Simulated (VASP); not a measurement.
Crystal: Rb2PdO2.

```
Rb O Pd
1.0
     0.00000    4.27627    0.00000
     4.27627    0.00000    0.00000
     2.13814    2.13814   -6.74698
Rb O Pd
2 2 1
Cartesian
  2.1381 2.1381 -2.0902
  4.2763 4.2763 -4.6568
  2.1381 2.1381 -5.0292
  4.2763 4.2763 -1.7178
  0.0000 0.0000 0.0000
```

| Property | Result |
| --- | --- |
| Program | VASP 6.6.1 |
| Task | relaxation of cell and atoms |
| Functional | PBE |
| Potentials or basis | VASP PAW PBE potentials, release 64 (Rb_sv, O, Pd) |
| Cutoff | 600 eV |
| k mesh | 5 × 5 × 5 |
| Occupations | fermi-dirac, width 0.1 eV |
| Spin | no spin polarisation |
| Hubbard terms | Pd d U = 1.0 eV |

At the start: pressure 6.8 GPa; volume 24.68 Å³/atom.

**Question.** How do energy, volume and symmetry change on relaxing?

**Answer.** Over 21 steps the energy falls by 129.0 meV/atom; space group I4/mmm (No. 139, to 0.05 Å).

The path:
```tsv
step	energy change (eV)	largest force (eV/Å)	pressure (GPa)	volume (Å³)
1	0.0000	4.9465	6.77	123.38
2	1.0099	2.5952	-6.17	141.93
3	-0.5943	0.5417	-1.93	129.19
4	-0.6166	0.1497	-1.24	128.41
5	-0.6213	0.1672	-0.69	127.84
6	-0.6213	0.1394	-0.78	127.93
7	-0.6314	0.1188	-0.52	126.17
8	-0.6412	0.0731	0.10	122.49
9	-0.6412	0.0699	0.14	122.23
10	-0.6419	0.0583	-0.05	122.45
11	-0.6419	0.0649	-0.06	122.46
12	-0.6424	0.0600	-0.05	122.50
13	-0.6435	0.0448	-0.02	122.62
14	-0.6448	0.0129	0.04	122.86
15	-0.6449	0.0078	0.06	122.95
16	-0.6449	0.0070	0.03	123.08
17	-0.6449	0.0146	-0.04	123.39
18	-0.6449	0.0122	-0.02	123.31
19	-0.6449	0.0170	0.02	123.37
20	-0.6450	0.0054	0.00	123.34
21	-0.6450	0.0043	0.00	123.34
```

Final structure:
```xyz
5
Lattice="0.0000 4.2399 0.0000 4.2399 0.0000 0.0000 2.1200 2.1200 -6.8611" Properties=species:S:1:pos:R:3 pbc="T T T"
Rb    2.1200    2.1200   -2.0673
Rb    4.2399    4.2399   -4.7939
O     2.1200    2.1200   -4.9957
O     4.2399    4.2399   -1.8654
Pd    0.0000    0.0000    0.0000
```

Caveat: U without spin polarisation on a metal has little footing.
